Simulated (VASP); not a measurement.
# Ge (Fd-3m) in VASP: notebook

Runs on Ge. Level: LDA. Tasks: electric field gradients.

All numbers are computed with VASP 6.6.1; they aren't measurements. Logs are shortened: lines on timing, memory, paths and dates and some standing lists are left out, and cuts for length are marked.

### 1 The cell of the first run

The structure is cubic, space group Fd-3m (No. 227). Conventional cell: a = 5.676 Å, b = 5.676 Å, c = 5.676 Å, α = 90.00°, β = 90.00°, γ = 90.00°. Within 3.2 Å of Ge (site symmetry -43m) lie 4 Ge at 2.46 Å.

### 2 Electric field gradients, LDA (22.86 Å³/atom)

INCAR reads:

```
SYSTEM = Ge
PREC = Accurate ; ENCUT = 520
EDIFF = 1E-8 ; ISMEAR = -1
SIGMA = 0.05 ; LREAL = .False.
LASPH = .True. ; NELM = 80
ALGO = Normal ; ISIF = 2
LWAVE = .False. ; LCHARG = .False.
LEFG = .True. ; NBANDS = 21
```

KPOINTS reads:

```
Automatic mesh
0
Gamma
  10 10 10
  0 0 0
```

POSCAR reads:

```
Ge
1.0
    0.0000000000      2.8381679760      2.8381679760
    2.8381679760      0.0000000000      2.8381679760
    2.8381679760      2.8381679760      0.0000000000
Ge
2
Direct
    0.5000000000      0.5000000000      0.5000000000
    0.7500000000      0.7500000000      0.7500000000
```

Potentials or basis: VASP PAW LDA potentials, release 64 (Ge_d).

Launch:

```
> cat potpaw_LDA.64/Ge_d/POTCAR > POTCAR
> mpirun -np 1 vasp_std > vasp.out
```

OUTCAR:

```text
SYSTEM = Ge
   PREC = Accurate
   ENCUT = 520
   EDIFF = 1E-8
   ISMEAR = -1
   LREAL = .False.
   LASPH = .True.
   NELM = 80
   ISIF = 2

 ion  position               nearest neighbor table
   1  0.500  0.500  0.500-   2 2.46   2 2.46   2 2.46   2 2.46
   2  0.750  0.750  0.750-   1 2.46   1 2.46   1 2.46   1 2.46

  LATTYP: Found a face centered cubic cell.
 ALAT       =     5.6763359520

  Lattice vectors:

 A1 = (   0.0000000000,   2.8381679760,   2.8381679760)
 A2 = (   2.8381679760,   0.0000000000,   2.8381679760)
 A3 = (   2.8381679760,   2.8381679760,   0.0000000000)

Analysis of symmetry for initial positions (statically):
=====================================================================
 Subroutine PRICEL returns:
 Original cell was already a primitive cell.

 Routine SETGRP: Setting up the symmetry group for a
 face centered cubic supercell.

 Subroutine GETGRP returns: Found 48 space group operations
 (whereof 24 operations were pure point group operations)
 out of a pool of 48 trial point group operations.

The static configuration has the point symmetry T_d .
 The point group associated with its full space group is O_h .

Analysis of symmetry for dynamics (positions and initial velocities):
=====================================================================
 Subroutine PRICEL returns:
 Original cell was already a primitive cell.

 Routine SETGRP: Setting up the symmetry group for a
 face centered cubic supercell.

 Subroutine GETGRP returns: Found 48 space group operations
 (whereof 24 operations were pure point group operations)
 out of a pool of 48 trial point group operations.

The dynamic configuration has the point symmetry T_d .
 The point group associated with its full space group is O_h .

 Subroutine INISYM returns: Found 48 space group operations
 (whereof 24 operations are pure point group operations),
 and found     1 'primitive' translations

----------------------------------------------------------------------------------------

                                     Primitive cell

  volume of cell :      45.7240

  direct lattice vectors                    reciprocal lattice vectors
     0.000000000  2.838167976  2.838167976    -0.176169982  0.176169982  0.176169982
     2.838167976  0.000000000  2.838167976     0.176169982 -0.176169982  0.176169982
     2.838167976  2.838167976  0.000000000     0.176169982  0.176169982 -0.176169982

  length of vectors
     4.013775644  4.013775644  4.013775644     0.305135359  0.305135359  0.305135359

  position of ions in fractional coordinates (direct lattice)
     0.500000000  0.500000000  0.500000000
     0.750000000  0.750000000  0.750000000

  ion indices of the primitive-cell ions
   primitive index   ion index
                 1           1
                 2           2

----------------------------------------------------------------------------------------

 KPOINTS: Automatic mesh

Automatic generation of k-mesh.
 Grid dimensions read from file:
 generate k-points for:   10   10   10

 Generating k-lattice:

  Cartesian coordinates                     Fractional coordinates (reciprocal lattice)
    -0.017616998  0.017616998  0.017616998     0.100000000  0.000000000  0.000000000
     0.017616998 -0.017616998  0.017616998     0.000000000  0.100000000  0.000000000
     0.017616998  0.017616998 -0.017616998     0.000000000  0.000000000  0.100000000

  Length of vectors
     0.030513536  0.030513536  0.030513536

  Shift w.r.t. Gamma in fractional coordinates (k-lattice)
     0.000000000  0.000000000  0.000000000

 Subroutine IBZKPT returns following result:
 ===========================================

 Found     47 irreducible k-points:

 Following reciprocal coordinates:
            Coordinates               Weight
  0.000000  0.000000  0.000000      1.000000
  0.100000  0.000000  0.000000      8.000000
  0.200000  0.000000  0.000000      8.000000
  0.300000  0.000000  0.000000      8.000000
  0.400000  0.000000  0.000000      8.000000
  0.500000  0.000000  0.000000      4.000000
[... 16 lines left out ...]
  0.300000  0.300000  0.000000      6.000000
  0.400000  0.300000  0.000000     24.000000
 [... further k-points ...]
   k-points           NKPTS =     47   k-points in BZ     NKDIM =     47   number of bands    NBANDS=     21
   number of dos      NEDOS =    301   number of ions     NIONS =      2
   total plane-waves  NPLWV =  27000
   dimension x,y,z NGX =    30 NGY =   30 NGZ =   30
   dimension x,y,z NGXF=    60 NGYF=   60 NGZF=   60
   ions per type =               2
   NGX,Y,Z   is equivalent  to a cutoff of  12.43, 12.43, 12.43 a.u.
   NGXF,Y,Z  is equivalent  to a cutoff of  24.85, 24.85, 24.85 a.u.
 SYSTEM =  Ge
   PREC   = accura    normal or accurate (medium, high low for compatibility)
   ISTART =      0    job   : 0-new  1-cont  2-samecut
   ICHARG =      2    charge: 1-file 2-atom 10-const
   ISPIN  =      1    spin polarized calculation?
   LNONCOLLINEAR =      F non collinear calculations
   LSORBIT =      F    spin-orbit coupling
   LASPH  =      T    aspherical Exc in radial PAW
   ENCUT  =  520.0 eV  38.22 Ry    6.18 a.u.   7.46  7.46  7.46*2*pi/ulx,y,z
   NELM   =     80;   NELMIN=  2; NELMDL= -5     # of ELM steps
   EDIFF  = 0.1E-07   stopping-criterion for ELM
   LREAL  =      F    real-space projection
   EDIFFG = 0.1E-06   stopping-criterion for IOM
   NSW    =      0    number of steps for IOM
   IBRION =     -1    ionic relax: 0-MD 1-quasi-New 2-CG
   NFREE  =      0    steps in history (QN), initial steepest desc. (CG)
   ISIF   =      2    stress and relaxation
   ISYM   =      2    0-nonsym 1-usesym 2-fastsym
   POTIM  = 0.5000    time-step for ionic-motion
   TEBEG  =    0.0;   TEEND  =   0.0 temperature during run
   PSTRESS=    0.0 pullay stress
   NELECT =      28.0000    total number of electrons
   NUPDOWN=      -1.0000    fix difference up-down
   EMIN   =  10.00;   EMAX   =-10.00  energy-range for DOS
   EFERMI =   0.00;   METHOD = LEGACY
   ISMEAR =    -1;   SIGMA  =   0.05  broadening in eV -4-tet -1-fermi 0-gaus
   EFERMI_NEDOS =   21; number of points for ismear=-14 and -15
   IALGO  =     38    algorithm
   IMIX   =      4    mixing-type and parameters
     AMIX     =   0.40;   BMIX     =  1.00
     AMIX_MAG =   1.60;   BMIX_MAG =  1.00
  volume/ion in A,a.u.               =      22.86       154.28
  Fermi-wavevector in a.u.,A,eV,Ry     =   1.390207  2.627110 26.295640  1.932675
  Thomas-Fermi vector in A             =   2.514164
   LORBIT       =      0    0 simple, 1 ext, 2 COOP (PROOUT), +10 PAW based schemes
   GGA     = CA    functional components
   LHFCALC =     F    Hartree Fock is set to
   AEXX    =    0.0000 exact exchange contribution
   IVDW    =     0    specifies the selected vdW correction
   LEPSILON=     F    determine dielectric tensor
   LRPA    =     F    only Hartree local field effects (RPA)
 non-spin polarized calculation
  energy-cutoff  :      520.00
  volume of cell :       45.72
 maximum number of plane-waves:      1251
 NGX is ok and might be reduce to    30
   NGX = 15   NGY = 15   NGZ = 15

 number of electron      28.0000014 magnetization

 Free energy of the ion-electron system (eV)
  ---------------------------------------------------
  ext. energy  EPLUGINS =         0.00000000
  ---------------------------------------------------
  free energy    TOTEN  =       -10.38208746 eV

  energy without entropy =      -10.38126903  energy(sigma->0) =      -10.38167825

 E-fermi :   4.6031     XC(G=0): -10.2422

 val. band max:        4.4006679089   @ k =   0.1000   0.0000   0.0000
 cond. band min:       4.6284000256   @ k =   0.0000   0.0000   0.0000
 fundamental gap:      0.2277321167
 Fermi energy:         4.6030500850

 k-point     1 :       0.0000    0.0000    0.0000
  band No.  band energies     occupation
      1     -20.2970      2.00000
      2     -20.2970      2.00000
      3     -20.2970      2.00000
      4     -20.2610      2.00000
      5     -20.2610      2.00000
      6     -20.0557      2.00000
[... 13 lines left out ...]
     20      14.1507      0.00000
     21      14.1507      0.00000

 k-point     2 :       0.1000    0.0000    0.0000
  band No.  band energies     occupation
      1     -20.3026      2.00000
      2     -20.3026      2.00000
      3     -20.2954      2.00000
      4     -20.2534      2.00000
      5     -20.2534      2.00000
      6     -20.0645      2.00000
[... 13 lines left out ...]
     20      13.4009      0.00000
     21      13.4009      0.00000
[... 487 lines left out ...]
      5     -20.1740      2.00000
      6     -20.1627      2.00000
[... 13 lines left out ...]
     20      15.5950      0.00000
     21      15.6755      0.00000

 k-point    24 :       0.4000    0.3000    0.0000
  band No.  band energies     occupation
      1     -20.3298      2.00000
      2     -20.3244      2.00000
      3     -20.2809      2.00000
      4     -20.1997      2.00000
      5     -20.1798      2.00000
      6     -20.1572      2.00000
[... 13 lines left out ...]
     20      16.0528      0.00000
     21      16.3847      0.00000

 [... further k-points ...]
[... 5 lines left out ...]
  --------------------------------------------------------------------------------------
  -------------------------------------------------------------------------------------
  Total       -0.5218769     -0.5218769     -0.5218769      0.0000000     -0.0000000      0.0000000
  in kB      -18.2866598    -18.2866598    -18.2866598      0.0000000     -0.0000000      0.0000000
  external PRESSURE =     -18.2866598 kB  Pullay stress =       0.0000000 kB

 VOLUME and BASIS-vectors are now :
 -----------------------------------------------------------------------------
  energy-cutoff  :      520.00
  volume of cell :       45.72
      direct lattice vectors                 reciprocal lattice vectors
     0.000000000  2.838167976  2.838167976    -0.176169982  0.176169982  0.176169982
     2.838167976  0.000000000  2.838167976     0.176169982 -0.176169982  0.176169982
     2.838167976  2.838167976  0.000000000     0.176169982  0.176169982 -0.176169982

 POSITION                                       TOTAL-FORCE (eV/Angst)
 -----------------------------------------------------------------------------------
      2.83817      2.83817      2.83817        -0.000000     -0.000000     -0.000000
      4.25725      4.25725      4.25725         0.000000      0.000000      0.000000
 -----------------------------------------------------------------------------------
    total drift:                                0.000000     -0.000000     -0.000000

  FREE ENERGIE OF THE ION-ELECTRON SYSTEM (eV)
  ---------------------------------------------------
  free  energy   TOTEN  =       -10.3820874646 eV

  energy  without entropy=      -10.3812690264  energy(sigma->0) =      -10.38167825

 Electric field gradients (V/A^2)
---------------------------------------------------------------------
 ion       V_xx      V_yy      V_zz      V_xy      V_xz      V_yz
---------------------------------------------------------------------
   1      -0.000     0.000    -0.000     0.004     0.004     0.004
   2      -0.000     0.000    -0.000     0.004     0.004     0.004
---------------------------------------------------------------------

 Electric field gradients after diagonalization (V/A^2)
 (convention: |V_zz| > |V_xx| > |V_yy|)
----------------------------------------------------------------------
 ion       V_xx      V_yy      V_zz     asymmetry (V_yy - V_xx)/ V_zz
----------------------------------------------------------------------
   1      -0.004    -0.004     0.008       0.000
   2      -0.004    -0.004     0.008       0.000
----------------------------------------------------------------------

           NMR quadrupolar parameters

 Cq : quadrupolar parameter    Cq=e*Q*V_zz/h
 eta: asymmetry parameters     (V_yy - V_xx)/ V_zz
 Q  : nuclear electric quadrupole moment in mb (millibarn)
----------------------------------------------------------------------
 ion       Cq(MHz)       eta       Q (mb)
----------------------------------------------------------------------
   1       0.000       0.000       1.000
   2       0.000       0.000       1.000
----------------------------------------------------------------------
```

It took 17 s on 1 thread of Intel Xeon 6975P-C (Granite Rapids), shared host; peak memory 0.16 GiB.

What came out:

| Quantity | Value |
| --- | --- |
| Free energy | -10.3821 eV |
| Pressure | -1.8 GPa |
| Band gap on the k mesh | zero (filled and empty bands touch) |
| Largest electric field gradient by atom | zero within the noise of the run |

Caveat: semilocal functionals underestimate gaps, so a narrow gap can read as zero.

(Continued in part 2 of 3.)
